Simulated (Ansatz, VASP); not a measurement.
# Two plane-wave programs on ZnO

File POSCAR:

```
ZnO
1.0
    0.0000000000      2.0979190241      2.0979190241
    2.0979190241      0.0000000000      2.0979190241
    2.0979190241      2.0979190241      0.0000000000
Zn O
1 1
Direct
    0.0000000000      0.0000000000      0.0000000000
    0.5000000000      0.5000000000      0.5000000000
```

The input INCAR.step1:

```
SYSTEM = ZnO
  PREC = Accurate
  ENCUT = 520
  ISMEAR = 0
  SIGMA = 0.1
  LREAL = .FALSE.
  LASPH = .TRUE.
  NELM = 80
  NBANDS = 16
  GGA = PE
  ALGO = Normal
  EDIFF = 1E-4
  LWAVE = .TRUE.
  LCHARG = .FALSE.
```

INCAR.step2

```
SYSTEM = ZnO
  PREC = Accurate
  ENCUT = 520
  EDIFF = 1E-7
  ISMEAR = 0
  SIGMA = 0.1
  LREAL = .FALSE.
  LASPH = .TRUE.
  NELM = 80
  ALGO = Normal
  ISIF = 2
  LWAVE = .FALSE.
  LCHARG = .FALSE.
  METAGGA = R2SCAN
  LMIXTAU = .TRUE.
  NBANDS = 16
  ISTART = 1
```

Contents of KPOINTS:

```
regular mesh
0
G
  8 8 8
  0 0 0
```

Input for Ansatz:

```yaml
crystal:
  lattice:
    - [0.0, 2.0979190241, 2.0979190241]
    - [2.0979190241, 0.0, 2.0979190241]
    - [2.0979190241, 2.0979190241, 0.0]
  atoms:
    - { symbol: Zn, position: [0.0, 0.0, 0.0] }
    - { symbol: O, position: [0.5, 0.5, 0.5] }
basis:
  ecutwfc: 500
kpoints:
  mp_grid: { grid: [8, 8, 8] }
hamiltonian:
  xc: r2scan
scf:
  occupations: { method: gaussian, width: 0.1 }
output:
  forces: true
  stress: true
  eigenvalues: true
```

Alike in both runs: task single point; functional r2SCAN; k mesh 8 × 8 × 8; occupations gaussian, width 0.1 eV; no spin polarisation.

|  | VASP | Ansatz |
| --- | --- | --- |
| version | VASP 6.6.1 | Ansatz 0.2.0 |
| potentials or method | VASP PAW PBE potentials, release 64 (Zn, O), cutoff 520 eV | scalar-relativistic, plane waves, PAW |
| valence electrons in the cell | 18 | 18 |

VASP gave:

```
gap on the k mesh at the Fermi level (eV) : 1.80
least direct gap on the mesh (eV)         : 3.46
pressure (GPa)                            : 12.6
```

Question: What did Ansatz give for the same quantities?

Answer: gap on the k mesh at the Fermi level (eV): 1.83; least direct gap on the mesh (eV): 3.48; pressure (GPa): 11.0.

VASP's potentials were made for PBE, not for r2SCAN. With one functional, cell and mesh, what is left measures potentials, basis and numerics.
